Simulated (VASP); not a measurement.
A run of VASP 6.6.1 is set up as follows.

Contents of POSCAR:

```
MgS
1.0
    0.0000000000      2.8308768404      2.8308768404
    2.8308768404      0.0000000000      2.8308768404
    2.8308768404      2.8308768404      0.0000000000
Mg S
1 1
Direct
    0.0000000000      0.0000000000      0.0000000000
    0.2500000000      0.2500000000      0.2500000000
```

File INCAR.step1:

```
  PREC = Accurate
  ENCUT = 520
  ISMEAR = 0
  SIGMA = 0.01
  LREAL = F
  LASPH = T
  NELM = 60
  NBANDS = 11
  GGA = PE
  ALGO = Normal
  EDIFF = 1E-4
  LWAVE = T
  LCHARG = F
```

INCAR.step2

```
  PREC = Accurate
  ENCUT = 520
  EDIFF = 1E-6
  ISMEAR = 0
  SIGMA = 0.01
  LREAL = F
  LASPH = T
  NELM = 60
  ALGO = Normal
  ISIF = 2
  LWAVE = F
  LCHARG = F
  METAGGA = R2SCAN
  LMIXTAU = T
  NBANDS = 11
  ISTART = 1
```

The input KPOINTS:

```
Automatic mesh
0
Gamma
  4 4 4
```

Potentials or basis: VASP PAW PBE potentials, release 64 (Mg, S).

The run is started by

```bash
$ cat potpaw_PBE.64/Mg/POTCAR potpaw_PBE.64/S/POTCAR > POTCAR
$ cp INCAR.step1 INCAR
$ mpirun -np 1 vasp_std > vasp.out
$ cp INCAR.step2 INCAR
$ mpirun -np 1 vasp_std > vasp.out
```

(1) What does it give for the band gap on the k mesh?

(2) Predict the pressure.

Results:

(1) 4.12 eV, direct.

(2) -0.2 GPa.

Caveat: the k points lie up to 0.48 Å⁻¹ apart; the PAW data sets were made with another functional, which shifts forces and pressure a little.
